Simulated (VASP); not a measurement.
A run of VASP 6.6.1:

File INCAR:

```
  ALGO = Normal
  DIPOL = 0.5 0.5 0.500
  EDIFF = 1E-6
  ENCUT = 520
  GGA = PS
  IDIPOL = 3
  ISIF = 2
  ISMEAR = 0
  LASPH = True
  LCHARG = False
  LDIPOL = True
  LREAL = False
  LWAVE = False
  NBANDS = 40
  NELM = 80
  PREC = Accurate
  SIGMA = 0.1
```

The input KPOINTS:

```
k-points
0
Gamma
  9 9 1
```

POSCAR

```
HfN
1.0
    3.1830776025      0.0000000000      0.0000000000
    0.0000000000      3.1830776025      0.0000000000
    0.0000000000      0.0000000000     23.7523272733
Hf N
4 4
Direct
    0.5000000000      0.5000000000      0.3578596700
    0.0000000000      0.0000000000      0.4526198900
    0.5000000000      0.5000000000      0.5472172049
    0.0000000000      0.0000000000      0.6383508681
    0.0000000000      0.0000000000      0.3578596700
    0.5000000000      0.5000000000      0.4526198900
    0.0000000000      0.0000000000      0.5484042381
    0.5000000000      0.5000000000      0.6450912034
```

Potentials or basis: VASP PAW PBE potentials, release 64 (Hf_pv, N).

Launch:

```console
$ cat potpaw_PBE.64/Hf_pv/POTCAR potpaw_PBE.64/N/POTCAR > POTCAR
$ mpirun -np 1 vasp_std > vasp.out
```

Hardware: 1 thread of Intel(R) Xeon(R) 6975P-C (Granite Rapids), with other jobs on the host.

Question: Estimate the wall time of this run.

Answer: Wall time 4.5 min on 1 thread of Intel(R) Xeon(R) 6975P-C (Granite Rapids), with other jobs on the host, peak memory 0.36 GiB. Counts: scf iterations 42, k points 15.
